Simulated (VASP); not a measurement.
# SbAu (Pm-3m) in VASP: a series of runs, part 2 of 2

VASP 6.6.1. The steps go on from the part before.

**4. Relaxation of cell and atoms, PBE**

This run uses another cell than the first one, of 22.79 Å³/atom, 1.004 times its volume.

The input, INCAR:

```
SYSTEM = SbAu
PREC = Accurate
ENCUT = 500
EDIFF = 1E-7
ISMEAR = -1
SIGMA = 0.1
LREAL = .FALSE.
LASPH = .TRUE.
NELM = 120
ALGO = Normal
ISIF = 3
LWAVE = .FALSE.
LCHARG = .FALSE.
GGA = PE
IBRION = 2
NSW = 60
EDIFFG = -0.01
GGA_COMPAT = .FALSE.
NELMIN = 4
```

The input, KPOINTS:

```
Automatic mesh
0
G
  5 5 5
  0 0 0
```

The input, POSCAR:

```
SbAu
1.0
    3.5722810000      0.0000000000      0.0000000000
    0.0000000000      3.5722810000      0.0000000000
    0.0000000000      0.0000000000      3.5722810000
Sb Au
1 1
Direct
    0.5000000000      0.5000000000      0.5000000000
    0.0000000000      0.0000000000      0.0000000000
```

Potentials or basis: VASP PAW PBE potentials, release 64 (Sb, Au).

Started as:

```bash
> cat potpaw_PBE.64/Sb/POTCAR potpaw_PBE.64/Au/POTCAR > POTCAR
> mpirun -np 1 vasp_std > vasp.out
```

OUTCAR:

```text
SYSTEM = SbAu
   PREC = Accurate
   ENCUT = 500
   EDIFF = 1E-7
   ISMEAR = -1
   LREAL = .FALSE.
   LASPH = .TRUE.
   NELM = 120
   ISIF = 3
   GGA = PE
   IBRION = 2
   NSW = 60
   EDIFFG = -0.01
   NELMIN = 4

 ion  position               nearest neighbor table
   1  0.500  0.500  0.500-   2 3.09   2 3.09   2 3.09   2 3.09   2 3.09   2 3.09   2 3.09   2 3.09

   2  0.000  0.000  0.000-   1 3.09   1 3.09   1 3.09   1 3.09   1 3.09   1 3.09   1 3.09   1 3.09

  LATTYP: Found a simple cubic cell.
 ALAT       =     3.5722810000

  Lattice vectors:

 A1 = (   3.5722810000,   0.0000000000,   0.0000000000)
 A2 = (   0.0000000000,   3.5722810000,   0.0000000000)
 A3 = (   0.0000000000,   0.0000000000,   3.5722810000)

Analysis of symmetry for initial positions (statically):
=====================================================================
 Subroutine PRICEL returns:
 Original cell was already a primitive cell.

 Routine SETGRP: Setting up the symmetry group for a
 simple cubic supercell.

 Subroutine GETGRP returns: Found 48 space group operations
[... 140 lines left out ...]

--------------------------------------- Ionic step        1  -------------------------------------------

 number of electron      15.9999997 magnetization

 Free energy of the ion-electron system (eV)
  ---------------------------------------------------
  ext. energy  EPLUGINS =         0.00000000
  ---------------------------------------------------
  free energy    TOTEN  =        -6.97329233 eV

  energy without entropy =       -6.90706082  energy(sigma->0) =       -6.94017657

------------------------ aborting loop because EDIFF is reached ----------------------------------------

  FORCE on cell =-STRESS in cart. coord.  units (eV):
  Direction    XX          YY          ZZ          XY          YZ          ZX
  --------------------------------------------------------------------------------------
  -------------------------------------------------------------------------------------
  Total       -0.1584769     -0.1584769     -0.1584769     -0.0000000     -0.0000000     -0.0000000
  in kB       -5.5698022     -5.5698022     -5.5698022     -0.0000000     -0.0000000     -0.0000000
  external PRESSURE =      -5.5698022 kB  Pullay stress =       0.0000000 kB
[... 59 lines left out ...]
--------------------------------------- Ionic step        3  -------------------------------------------

 number of electron      15.9999999 magnetization

 Free energy of the ion-electron system (eV)
  ---------------------------------------------------
  ext. energy  EPLUGINS =         0.00000000
  ---------------------------------------------------
  free energy    TOTEN  =        -6.97382164 eV

  energy without entropy =       -6.90720309  energy(sigma->0) =       -6.94051237

 E-fermi :   8.4521     XC(G=0): -11.0687

 val. band max:        8.3316864740   @ k =   0.4000   0.4000   0.0000
 cond. band min:       8.4611178913   @ k =   0.4000   0.4000   0.4000
 fundamental gap:      0.1294314173
 Fermi energy:         8.4520543111

 k-point     1 :       0.0000    0.0000    0.0000
  band No.  band energies     occupation
      1      -3.4626      2.00000
      2       3.6241      2.00000
      3       3.6241      2.00000
      4       4.7024      2.00000
      5       4.7024      2.00000
      6       4.7024      2.00000
      7       8.8142      0.05211
      8       8.8142      0.05211
      9       8.8142      0.05211
     10       9.2632      0.00060
     11      15.2845      0.00000
     12      15.2845      0.00000
[... 162 lines left out ...]
  FREE ENERGIE OF THE ION-ELECTRON SYSTEM (eV)
  ---------------------------------------------------
  free  energy   TOTEN  =        -6.9738216444 eV

  energy  without entropy=       -6.9072030868  energy(sigma->0) =       -6.94051237

 reached required accuracy - stopping structural energy minimisation
```

Wall time 32 s (1 thread of Intel Xeon 8259CL, shared host); peak memory 0.16 GiB.

Results:

```
Free energy                            : -6.9738 eV
Relaxed volume                         : 22.64 Å³/atom
Relaxed cell                           : a = 3.564 Å, b = 3.564 Å, c = 3.564 Å, α = 90.00°, β = 90.00°, γ = 90.00°
Space group after relaxing (to 0.05 Å) : Pm-3m (No. 221)
Energy gained by relaxing              : 0.3 meV/atom
Ionic steps                            : 3
Pressure after relaxing                : 0.0 GPa
Band gap on the k mesh                 : zero (band 8 reaches 11.38 eV, above the bottom of band 9 at 8.17 eV)
```

Step by step:
```
step  energy change (eV)  largest force (eV/Å)  pressure (GPa)  volume (Å³)
   1              0.0000                0.0000           -0.56        45.59
   2             -0.0002                0.0000            0.43        45.07
   3             -0.0005                0.0000            0.01        45.28
```

Final structure:
```
CELL_PARAMETERS angstrom
3.56438 0.00000 0.00000
0.00000 3.56438 0.00000
0.00000 0.00000 3.56438
ATOMIC_POSITIONS crystal
Sb 0.50000 0.50000 0.50000
Au 0.00000 0.00000 0.00000
```

Caveat: spin-orbit coupling is left out, which moves the levels of the heavy elements.

**5. Relaxation of cell and atoms, r2SCAN**

This run uses another cell than the first one, of 22.79 Å³/atom, 1.004 times its volume.

POSCAR is that of step 4.

The input, INCAR.step1:

```
ALGO = Normal
EDIFF = 1E-5
EDIFFG = -0.005
ENCUT = 550
GGA = PE
GGA_COMPAT = False
IBRION = 2
ISIF = 3
ISMEAR = -1
LASPH = True
LCHARG = False
LREAL = False
LWAVE = True
NELM = 120
NELMIN = 4
NSW = 100
PREC = Accurate
SIGMA = 0.1
```

The input, INCAR.step2:

```
ALGO = Normal
EDIFF = 1E-7
EDIFFG = -0.01
ENCUT = 550
GGA_COMPAT = False
IBRION = 2
ISIF = 3
ISMEAR = -1
ISTART = 1
LASPH = True
LCHARG = False
LMIXTAU = True
LREAL = False
LWAVE = False
METAGGA = R2SCAN
NELM = 120
NELMIN = 4
NSW = 60
PREC = Accurate
SIGMA = 0.1
```

The input, KPOINTS:

```
k-points
0
Gamma
  5 5 5
```

Started as:

```bash
> cat potpaw_PBE.64/Sb/POTCAR potpaw_PBE.64/Au/POTCAR > POTCAR
> cp INCAR.step1 INCAR
> mpirun -np 1 vasp_std > vasp.out
> cp INCAR.step2 INCAR
> mpirun -np 1 vasp_std > vasp.out
```

Wall time 3 min (1 thread of Intel Xeon 8259CL, shared host); peak memory 0.17 GiB.

The run converged. Its results:

```yaml
Free_energy: -75.6520 eV
Relaxed_volume: 22.28 Å³/atom
Relaxed_cell: a = 3.545 Å, b = 3.545 Å, c = 3.545 Å, α = 90.00°, β = 90.00°, γ = 90.00°
Space_group_after_relaxing_to_0.05_Å: Pm-3m (No. 221)
Energy_gained_by_relaxing: 3.3 meV/atom
Ionic_steps: 3
Pressure_after_relaxing: 0.0 GPa
Band_gap_on_the_k_mesh: zero (band 8 reaches 11.65 eV, above the bottom of band 9 at 8.24 eV)
```

The path:
```tsv
step	energy change (eV)	largest force (eV/Å)	pressure (GPa)	volume (Å³)
1	0.0000	0.0000	-1.98	45.59
2	-0.0023	0.0000	1.76	43.75
3	-0.0066	0.0000	0.01	44.55
```

Final structure:
```
CELL_PARAMETERS angstrom
3.54508 0.00000 0.00000
0.00000 3.54508 0.00000
0.00000 0.00000 3.54508
ATOMIC_POSITIONS crystal
Sb 0.50000 0.50000 0.50000
Au 0.00000 0.00000 0.00000
```

Levels at points of the mesh, in eV from the Fermi level:
```tsv
k point	band 4	band 5	band 6	band 7	band 8	band 9	band 10	band 11	band 12
(0.00, 0.00, 0.00)	-4.05	-4.05	-4.05	0.29	0.29	0.29	1.18	7.29	7.29
```

Caveat: the PAW data sets were made with another functional, which shifts forces and pressure a little; spin-orbit coupling is left out, which moves the levels of the heavy elements.

**6. Summary**

| task | level | cell | cutoff (eV) | gap on the mesh (eV) | pressure (GPa) | relaxed volume (Å³/atom) |
| --- | --- | --- | --- | --- | --- | --- |
| single point | PBE | a = 3.568 Å, 2 atoms | 500 | none | -0.2 | - |
| single point | r2SCAN | a = 3.547 Å, 2 atoms | 550 | none | -0.2 | - |
| relaxation of cell and atoms | PBE | relaxed from a = 3.572 Å, 2 atoms | 500 | none | 0.0 | 22.64 |
| relaxation of cell and atoms | r2SCAN | relaxed from a = 3.572 Å, 2 atoms | 550 | none | 0.0 | 22.28 |

Alike in all rows: potentials or basis VASP PAW PBE potentials, release 64 (Sb, Au); no spin polarisation; k mesh 5 × 5 × 5; smearing fermi-dirac 0.1 eV.

Caveats: spin-orbit coupling is left out, which moves the levels of the heavy elements; the PAW data sets were made with another functional, which shifts forces and pressure a little (some runs).

Absolute energies hang on the potentials; compare differences alone.
